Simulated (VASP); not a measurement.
The system is KBr.

```xyz
2
Lattice="7.9239 0.0000 0.0000 -3.9619 6.8623 0.0000 0.0000 0.0000 6.0394" Properties=species:S:1:pos:R:3 pbc="T T T"
K     0.0000    0.0000    3.0197
Br    0.0000    0.0000    0.0000
```

The cell was generated, and may not be a known phase.

- Program: VASP 6.6.1
- Task: relaxation of cell and atoms
- Functional: PBE
- Potentials or basis: VASP PAW PBE potentials, release 64 (K_sv, Br)
- Cutoff: 600 eV
- k mesh: 6 × 6 × 4
- Occupations: gaussian, width 0.02 eV
- Spin: no spin polarisation

At the start: pressure 0.0 GPa; volume 164.20 Å³/atom.

Task: Where does the relaxation end?

Result: Over 18 steps the energy falls by 2.7 meV/atom and the volume is 230.51 Å³/atom (+40.4 %); space group P6/mmm (No. 191, to 0.1 Å) before and after.

The path:
| step | energy change (eV) | largest force (eV/Å) | pressure (GPa) | volume (Å³) |
| --- | --- | --- | --- | --- |
| 1 | 0.0000 | 0.0000 | 0.02 | 328.40 |
| 2 | -0.0001 | 0.0000 | 0.01 | 329.41 |
| 3 | -0.0001 | 0.0000 | 0.00 | 330.77 |
| 4 | -0.0002 | 0.0000 | 0.00 | 331.29 |
| 5 | -0.0004 | 0.0000 | 0.00 | 332.86 |
| 6 | -0.0008 | 0.0000 | 0.01 | 335.99 |
| 7 | -0.0015 | 0.0000 | 0.01 | 342.30 |
| 8 | -0.0025 | 0.0000 | 0.02 | 355.07 |
| 9 | -0.0033 | 0.0000 | 0.04 | 381.25 |
| 10 | -0.0034 | 0.0000 | 0.04 | 382.30 |
| 11 | -0.0036 | 0.0000 | 0.04 | 385.46 |
| 12 | -0.0041 | 0.0000 | 0.03 | 391.82 |
| 13 | -0.0047 | 0.0000 | 0.02 | 404.73 |
| 14 | -0.0052 | 0.0000 | -0.01 | 431.25 |
| 15 | -0.0052 | 0.0000 | -0.01 | 429.68 |
| 16 | -0.0053 | 0.0000 | -0.01 | 432.77 |
| 17 | -0.0054 | 0.0000 | 0.00 | 442.09 |
| 18 | -0.0054 | 0.0000 | 0.00 | 461.02 |

Final structure:
```xyz
2
Lattice="9.3802 0.0000 0.0000 -4.6901 8.1235 0.0000 0.0000 0.0000 6.0502" Properties=species:S:1:pos:R:3 pbc="T T T"
K    -4.6901    8.1235    3.0251
Br    9.3802    0.0000    6.0502
```

Caveat: the volume moved by over 15 % at a fixed basis, so the end points are rough; the relaxation moved the vacuum too, so the length across it says nothing of the material.
